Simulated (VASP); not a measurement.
# Sn (P6_3/mmc) in VASP: a series of runs

Sn is run at these levels: PBE; tasks: single point.

Program: VASP 6.6.1. These are calculated values, not measurements. Logs are shortened: lines on timing, memory, paths and dates and some standing lists are left out, and cuts for length are marked.

### 1 The cell of the first run

It takes space group P6_3/mmc (No. 194, hexagonal). Conventional cell: a = 3.025 Å, b = 3.025 Å, c = 4.898 Å, α = 90.00°, β = 90.00°, γ = 120.00°. Within 4.0 Å of Sn (site symmetry -6m2) lie 12 Sn at 3.01 to 3.03 Å.

This isn't the form of Sn at room conditions, which is tetragonal (white tin).

### 2 Single point, PBE

Input file INCAR:

```
ALGO = Normal
EDIFF = 1E-6
ENCUT = 520
GGA = PE
ISIF = 2
ISMEAR = -1
LASPH = True
LCHARG = True
LELF = True
LREAL = False
LVHAR = True
LWAVE = False
NBANDS = 21
NELM = 60
PREC = Accurate
SIGMA = 0.05
```

Input file KPOINTS:

```
k-points
0
Gamma
  13 13 7
```

Input file POSCAR:

```
Sn
1.0
    3.0251553507      0.0000000000      0.0000000000
   -1.5125776754      2.6198613841      0.0000000000
    0.0000000000      0.0000000000      4.8976165475
Sn
2
Direct
    0.3333333333      0.6666666667      0.2500000000
    0.6666666667      0.3333333333      0.7500000000
```

Potentials or basis: VASP PAW PBE potentials, release 64 (Sn_d).

Launch:

```bash
cat potpaw_PBE.64/Sn_d/POTCAR > POTCAR
mpirun -np 1 vasp_std > vasp.out
```

OUTCAR:

```text
EDIFF = 1E-6
   ENCUT = 520
   GGA = PE
   ISIF = 2
   ISMEAR = -1
   LASPH = True
   LREAL = False
   NELM = 60
   PREC = Accurate

 ion  position               nearest neighbor table
   1  0.333  0.667  0.250-   2 3.01   2 3.01   2 3.01   2 3.01   2 3.01   2 3.01
   2  0.667  0.333  0.750-   1 3.01   1 3.01   1 3.01   1 3.01   1 3.01   1 3.01

  LATTYP: Found a hexagonal cell.
 ALAT       =     3.0251553507
 C/A-ratio  =     1.6189636497

  Lattice vectors:

 A1 = (   3.0251553507,   0.0000000000,   0.0000000000)
 A2 = (  -1.5125776754,   2.6198613841,   0.0000000000)
 A3 = (   0.0000000000,   0.0000000000,   4.8976165475)

Analysis of symmetry for initial positions (statically):
=====================================================================
 Subroutine PRICEL returns:
 Original cell was already a primitive cell.

 Routine SETGRP: Setting up the symmetry group for a
 hexagonal supercell.

 Subroutine GETGRP returns: Found 24 space group operations
 (whereof 12 operations were pure point group operations)
 out of a pool of 24 trial point group operations.

The static configuration has the point symmetry D_3d.
 The point group associated with its full space group is D_6h.

Analysis of symmetry for dynamics (positions and initial velocities):
=====================================================================
 Subroutine PRICEL returns:
 Original cell was already a primitive cell.

 Routine SETGRP: Setting up the symmetry group for a
 hexagonal supercell.

 Subroutine GETGRP returns: Found 24 space group operations
 (whereof 12 operations were pure point group operations)
 out of a pool of 24 trial point group operations.

The dynamic configuration has the point symmetry D_3d.
 The point group associated with its full space group is D_6h.

 Subroutine INISYM returns: Found 24 space group operations
 (whereof 12 operations are pure point group operations),
 and found     1 'primitive' translations

----------------------------------------------------------------------------------------

                                     Primitive cell

  volume of cell :      38.8160

  direct lattice vectors                    reciprocal lattice vectors
     3.025155351  0.000000000  0.000000000     0.330561536  0.190849792  0.000000000
    -1.512577675  2.619861384  0.000000000     0.000000000  0.381699584  0.000000000
     0.000000000  0.000000000  4.897616548     0.000000000  0.000000000  0.204180950

  length of vectors
     3.025155351  3.025155351  4.897616548     0.381699584  0.381699584  0.204180950

  position of ions in fractional coordinates (direct lattice)
     0.333333333  0.666666667  0.250000000
     0.666666667  0.333333333  0.750000000

  ion indices of the primitive-cell ions
   primitive index   ion index
                 1           1
                 2           2

----------------------------------------------------------------------------------------

 KPOINTS: k-points

Automatic generation of k-mesh.
 Grid dimensions read from file:
 generate k-points for:   13   13    7

 Generating k-lattice:

  Cartesian coordinates                     Fractional coordinates (reciprocal lattice)
     0.025427810  0.014680753  0.000000000     0.076923077  0.000000000  0.000000000
     0.000000000  0.029361506  0.000000000     0.000000000  0.076923077  0.000000000
     0.000000000  0.000000000  0.029168707     0.000000000  0.000000000  0.142857143

  Length of vectors
     0.029361506  0.029361506  0.029168707

  Shift w.r.t. Gamma in fractional coordinates (k-lattice)
     0.000000000  0.000000000  0.000000000

 Subroutine IBZKPT returns following result:
 ===========================================

 Found     84 irreducible k-points:

 Following reciprocal coordinates:
            Coordinates               Weight
  0.000000  0.000000  0.000000      1.000000
  0.076923  0.000000  0.000000      6.000000
  0.153846 -0.000000  0.000000      6.000000
  0.230769 -0.000000  0.000000      6.000000
  0.307692 -0.000000  0.000000      6.000000
  0.384615  0.000000  0.000000      6.000000
[... 16 lines left out ...]
  0.076923  0.000000  0.142857     12.000000
  0.153846 -0.000000  0.142857     12.000000
 [... further k-points ...]
   k-points           NKPTS =     84   k-points in BZ     NKDIM =     84   number of bands    NBANDS=     21
   number of dos      NEDOS =    301   number of ions     NIONS =      2
   total plane-waves  NPLWV =  20736
   dimension x,y,z NGX =    24 NGY =   24 NGZ =   36
   dimension x,y,z NGXF=    48 NGYF=   48 NGZF=   72
   ions per type =               2
   NGX,Y,Z   is equivalent  to a cutoff of  13.19, 13.19, 12.22 a.u.
   NGXF,Y,Z  is equivalent  to a cutoff of  26.38, 26.38, 24.44 a.u.
 SYSTEM =  unknown system
   PREC   = accura    normal or accurate (medium, high low for compatibility)
   ISTART =      0    job   : 0-new  1-cont  2-samecut
   ICHARG =      2    charge: 1-file 2-atom 10-const
   ISPIN  =      1    spin polarized calculation?
   LNONCOLLINEAR =      F non collinear calculations
   LSORBIT =      F    spin-orbit coupling
   LASPH  =      T    aspherical Exc in radial PAW
   ENCUT  =  520.0 eV  38.22 Ry    6.18 a.u.   5.62  5.62  9.11*2*pi/ulx,y,z
   NELM   =     60;   NELMIN=  2; NELMDL= -5     # of ELM steps
   EDIFF  = 0.1E-05   stopping-criterion for ELM
   LREAL  =      F    real-space projection
   EDIFFG = 0.1E-04   stopping-criterion for IOM
   NSW    =      0    number of steps for IOM
   IBRION =     -1    ionic relax: 0-MD 1-quasi-New 2-CG
   NFREE  =      0    steps in history (QN), initial steepest desc. (CG)
   ISIF   =      2    stress and relaxation
   ISYM   =      2    0-nonsym 1-usesym 2-fastsym
   POTIM  = 0.5000    time-step for ionic-motion
   TEBEG  =    0.0;   TEEND  =   0.0 temperature during run
   PSTRESS=    0.0 pullay stress
   NELECT =      28.0000    total number of electrons
   NUPDOWN=      -1.0000    fix difference up-down
   EMIN   =  10.00;   EMAX   =-10.00  energy-range for DOS
   EFERMI =   0.00;   METHOD = LEGACY
   ISMEAR =    -1;   SIGMA  =   0.05  broadening in eV -4-tet -1-fermi 0-gaus
   EFERMI_NEDOS =   21; number of points for ismear=-14 and -15
   IALGO  =     38    algorithm
   IMIX   =      4    mixing-type and parameters
     AMIX     =   0.40;   BMIX     =  1.00
     AMIX_MAG =   1.60;   BMIX_MAG =  1.00
  volume/ion in A,a.u.               =      19.41       130.97
  Fermi-wavevector in a.u.,A,eV,Ry     =   1.468218  2.774530 29.329596  2.155664
  Thomas-Fermi vector in A             =   2.583742
   LORBIT       =      0    0 simple, 1 ext, 2 COOP (PROOUT), +10 PAW based schemes
   GGA     = PE    functional components
[... 5 lines left out ...]
 non-spin polarized calculation
  energy-cutoff  :      520.00
  volume of cell :       38.82
 maximum number of plane-waves:      1087
 NGX is ok and might be reduce to    24
   NGX = 11   NGY = 11   NGZ = 19

 number of electron      27.9999995 magnetization

 Free energy of the ion-electron system (eV)
  ---------------------------------------------------
  ext. energy  EPLUGINS =         0.00000000
  ---------------------------------------------------
  free energy    TOTEN  =        -6.10965531 eV

  energy without entropy =       -6.10145864  energy(sigma->0) =       -6.10555698

 E-fermi :  13.0588     XC(G=0): -12.0505

 val. band max:       13.0455204800   @ k =   0.2308   0.1538   0.2857
 cond. band min:      13.0680290189   @ k =   0.2308   0.1538   0.4286
 fundamental gap:      0.0225085389
 Fermi energy:        13.0587875524

 k-point     1 :       0.0000    0.0000    0.0000
  band No.  band energies     occupation
      1      -9.0721      2.00000
      2      -9.0007      2.00000
      3      -8.9697      2.00000
      4      -8.9697      2.00000
      5      -8.9331      2.00000
      6      -8.9331      2.00000
[... 13 lines left out ...]
     20      23.9562      0.00000
     21      26.7669      0.00000

 k-point     2 :       0.0769    0.0000    0.0000
  band No.  band energies     occupation
      1      -9.0653      2.00000
      2      -9.0105      2.00000
      3      -8.9519      2.00000
      4      -8.9485      2.00000
      5      -8.9298      2.00000
      6      -8.9130      2.00000
[... 13 lines left out ...]
     20      24.4706      0.00000
     21      25.4135      0.00000

 k-point     3 :       0.1538   -0.0000    0.0000
  band No.  band energies     occupation
      1      -9.0816      2.00000
      2      -8.9984      2.00000
      3      -8.9404      2.00000
      4      -8.9124      2.00000
      5      -8.9009      2.00000
      6      -8.8897      2.00000
[... 13 lines left out ...]
     20      24.8067      0.00000
     21      25.4634      0.00000

 k-point     4 :       0.2308   -0.0000    0.0000
  band No.  band energies     occupation
      1      -9.1286      2.00000
      2      -8.9791      2.00000
      3      -8.9625      2.00000
      4      -8.9309      2.00000
      5      -8.9232      2.00000
      6      -8.8111      2.00000
[... 13 lines left out ...]
     20      24.3026      0.00000
     21      25.6277      0.00000

 k-point     5 :       0.3077   -0.0000    0.0000
  band No.  band energies     occupation
      1      -9.1789      2.00000
      2      -9.0213      2.00000
      3      -8.9931      2.00000
      4      -8.9605      2.00000
      5      -8.8745      2.00000
      6      -8.7659      2.00000
[... 13 lines left out ...]
     20      23.4407      0.00000
     21      25.9608      0.00000

 k-point     6 :       0.3846    0.0000    0.0000
  band No.  band energies     occupation
      1      -9.2197      2.00000
      2      -9.0734      2.00000
      3      -9.0116      2.00000
      4      -8.9839      2.00000
      5      -8.8306      2.00000
      6      -8.8002      2.00000
[... 13 lines left out ...]
     20      22.8576      0.00000
     21      25.6711      0.00000

 k-point     7 :       0.4615    0.0000    0.0000
  band No.  band energies     occupation
      1      -9.2423      2.00000
      2      -9.1038      2.00000
      3      -9.0231      2.00000
      4      -8.9966      2.00000
      5      -8.8179      2.00000
      6      -8.8058      2.00000
[... 13 lines left out ...]
     20      22.5642      0.00000
     21      25.5284      0.00000
[... 291 lines left out ...]
      1      -9.1482      2.00000
      2      -9.0565      2.00000
      3      -8.9420      2.00000
      4      -8.9168      2.00000
      5      -8.8576      2.00000
      6      -8.7893      2.00000
[... 13 lines left out ...]
     20      26.0470      0.00000
     21      30.3680      0.00000

 k-point    21 :       0.3077    0.3077    0.0000
  band No.  band energies     occupation
      1      -9.1557      2.00000
      2      -8.9622      2.00000
      3      -8.9472      2.00000
      4      -8.9212      2.00000
      5      -8.8769      2.00000
      6      -8.8142      2.00000
[... 13 lines left out ...]
     20      28.7118      0.00000
     21      29.0857      0.00000

 k-point    22 :       0.0000    0.0000    0.1429
  band No.  band energies     occupation
      1      -9.0667      2.00000
      2      -9.0021      2.00000
      3      -8.9833      2.00000
      4      -8.9833      2.00000
      5      -8.9412      2.00000
      6      -8.9412      2.00000
[... 13 lines left out ...]
     20      23.8466      0.00000
     21      26.8301      0.00000

 k-point    23 :       0.0769    0.0000    0.1429
  band No.  band energies     occupation
      1      -9.0613      2.00000
      2      -9.0084      2.00000
      3      -8.9740      2.00000
      4      -8.9653      2.00000
      5      -8.9381      2.00000
      6      -8.9211      2.00000
[... 13 lines left out ...]
     20      24.2135      0.00000
     21      26.4899      0.00000

 k-point    24 :       0.1538   -0.0000    0.1429
  band No.  band energies     occupation
      1      -9.0787      2.00000
      2      -8.9969      2.00000
      3      -8.9683      2.00000
      4      -8.9275      2.00000
      5      -8.9257      2.00000
      6      -8.8648      2.00000
[... 13 lines left out ...]
     20      24.1847      0.00000
     21      24.9074      0.00000

 [... further k-points ...]
[... 5 lines left out ...]
  --------------------------------------------------------------------------------------
  -------------------------------------------------------------------------------------
  Total        9.5313714      9.5313714      9.5281712     -0.0000000      0.0000000     -0.0000000
  in kB      393.4188830    393.4188830    393.2867903     -0.0000000      0.0000000     -0.0000000
  external PRESSURE =     393.3748521 kB  Pullay stress =       0.0000000 kB

 VOLUME and BASIS-vectors are now :
 -----------------------------------------------------------------------------
  energy-cutoff  :      520.00
  volume of cell :       38.82
      direct lattice vectors                 reciprocal lattice vectors
     3.025155351  0.000000000  0.000000000     0.330561536  0.190849792  0.000000000
    -1.512577675  2.619861384  0.000000000     0.000000000  0.381699584  0.000000000
     0.000000000  0.000000000  4.897616548     0.000000000  0.000000000  0.204180950

 POSITION                                       TOTAL-FORCE (eV/Angst)
 -----------------------------------------------------------------------------------
     -0.00000      1.74657      1.22440         0.000000     -0.000000      0.000000
      1.51258      0.87329      3.67321        -0.000000      0.000000      0.000000
 -----------------------------------------------------------------------------------
    total drift:                                0.000000     -0.000000      0.000000

  FREE ENERGIE OF THE ION-ELECTRON SYSTEM (eV)
  ---------------------------------------------------
  free  energy   TOTEN  =        -6.1096553078 eV

  energy  without entropy=       -6.1014586427  energy(sigma->0) =       -6.10555698
```

It took 51 s on 1 thread of Intel Xeon Platinum 8488C (Sapphire Rapids), shared host; peak memory 0.19 GiB.

Results:

| Property | Result |
| --- | --- |
| Free energy | -6.1097 eV |
| Pressure | 39.3 GPa |
| Band gap on the k mesh | zero (bands 14 and 15 overlap by 10.91 eV) |

Levels at points of the mesh, in eV from the Fermi level:
| k point | band 12 | band 13 | band 14 | band 15 | band 16 | band 17 |
| --- | --- | --- | --- | --- | --- | --- |
| (0.00, 0.00, 0.00) | -7.40 | -6.78 | 7.63 | 7.63 | 9.95 | 9.95 |

Caveat: the cell stands under pressure; spin-orbit coupling is left out, which moves the levels of the heavy elements.

### 3 Single point, PBE

This run uses another cell than the first one, of 22.18 Å³/atom.

Input file INCAR:

```
ALGO = Normal
EDIFF = 1E-6
ENCUT = 520
GGA = PE
ISIF = 2
ISMEAR = -1
LASPH = T
LCHARG = F
LREAL = F
LWAVE = F
NBANDS = 21
NELM = 80
PREC = Accurate
SIGMA = 0.05
```

KPOINTS is that of step 2.

Input file POSCAR:

```
Sn
1.0
    3.1706627878      0.0000000000      0.0000000000
   -1.5853313939      2.7458745211      0.0000000000
    0.0000000000      0.0000000000      5.0953260430
Sn
2
Direct
    0.3333333333      0.6666666667      0.2500000000
    0.6666666667      0.3333333333      0.7500000000
```

Potentials or basis: VASP PAW PBE potentials, release 64 (Sn_d).

Launch:

```bash
cat potpaw_PBE.64/Sn_d/POTCAR > POTCAR
mpirun -np 1 vasp_std > vasp.out
```

Run time: 55 s. Hardware: 1 thread of Intel Xeon Platinum 8488C (Sapphire Rapids), shared host; peak memory 0.19 GiB.

It converged, with:

* Free energy: -7.0630 eV
* Pressure: 17.9 GPa
* Band gap on the k mesh: zero (bands 14 and 15 overlap by 9.46 eV)

Levels at points of the mesh, in eV from the Fermi level:
```tsv
k point	band 10	band 11	band 12	band 13	band 14	band 15	band 16	band 17	band 18	band 19
(0.00, 0.00, 0.00)	-21.50	-12.82	-6.98	-5.79	6.70	6.70	8.86	8.86	9.95	10.05
```

Caveat: the cell stands under pressure; spin-orbit coupling is left out, which moves the levels of the heavy elements.

[end of part 1 of 2]
